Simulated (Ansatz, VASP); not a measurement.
CuO: VASP beside Ansatz

The input INCAR:

```
PREC = Accurate
ENCUT = 520
EDIFF = 1E-6
ISMEAR = -1
SIGMA = 0.05
LREAL = F
LASPH = T
NELM = 150
ALGO = Normal
ISIF = 2
LWAVE = F
LCHARG = T
LMAXMIX = 4
LDAU = T
LDAUTYPE = 2
LDAUL = 2 -1
LDAUU = 6 0
LDAUJ = 0 0
LDAUPRINT = 1
GGA = PS
LELF = T
LVHAR = T
NBANDS = 25
```

File KPOINTS:

```
regular mesh
0
Gamma
  9 9 5
```

The input POSCAR:

```
CuO
1.0
    1.9909680000     -2.1535500000      0.0000000000
    1.9909680000      2.1535500000      0.0000000000
    0.0000000000      0.0000000000      5.1559280000
Cu O
2 2
Direct
    0.5000000000      0.0000000000      0.0000000000
    0.0000000000      0.5000000000      0.5000000000
    0.5000000000      0.5000000000      0.2500000000
    0.5000000000      0.5000000000      0.7500000000
```

Contents of input.yaml:

```yaml
crystal:
  lattice:
    - [1.990968, -2.15355, 0.0]
    - [1.990968, 2.15355, 0.0]
    - [0.0, 0.0, 5.155928]
  atoms:
    - { symbol: Cu, position: [0.5, 0.0, 0.0] }
    - { symbol: Cu, position: [0.0, 0.5, 0.5] }
    - { symbol: O, position: [0.5, 0.5, 0.25] }
    - { symbol: O, position: [0.5, 0.5, 0.75] }
kpoints:
  mp_grid: { grid: [9, 9, 5] }
scf:
  occupations: { method: fermi_dirac, width: 0.05 }
hamiltonian:
  xc: pbesol
  pseudopotentials: { kind: all_electron, lapw: { basis_error: 0.002 } }
  hubbard:
    sites: [{ species: Cu, l: d, u_eff: 6 }]
    double_counting: fll
    projectors: ortho-atomic
output:
  forces: true
  stress: true
  eigenvalues: true
  dos: { projected: false, de: 0.1, e_range: [-20, 8] }
  hubbard: {}
```

Alike in both runs: functional PBEsol; k mesh 9 × 9 × 5; occupations fermi-dirac, width 0.05 eV; no spin polarisation; Hubbard terms Cu d U = 6.0 eV.

|  | VASP | Ansatz |
| --- | --- | --- |
| version | VASP 6.6.1 | Ansatz 0.2.0 |
| potentials or method | VASP PAW PBE potentials, release 64 (Cu, O), cutoff 520 eV | all-electron LAPW, scalar-relativistic |
| task | single point | density of states |

Ansatz gave:

| Quantity | Value |
| --- | --- |
| gap on the k mesh at the Fermi level (eV) | none |
| pressure (GPa) | -2.7 |
| traceless stress, the component that is largest in VASP (GPa) | -0.75 |

Question: Which values does VASP return?

Answer: gap on the k mesh at the Fermi level (eV): none; pressure (GPa): -8.8; traceless stress, the component that is largest in VASP (GPa): -1.87.

VASP's potentials were made for PBE, not for PBEsol. The programs project onto different local orbitals, so the same U acts differently, and such runs can settle in different states. A gap of «none» marks a metal or a gap that the smearing closes. Ansatz ran all-electron here, and VASP with PAW potentials.

Noted on Ansatz's run: U is the effective U less J, on atomic orbitals that reach past the spheres.
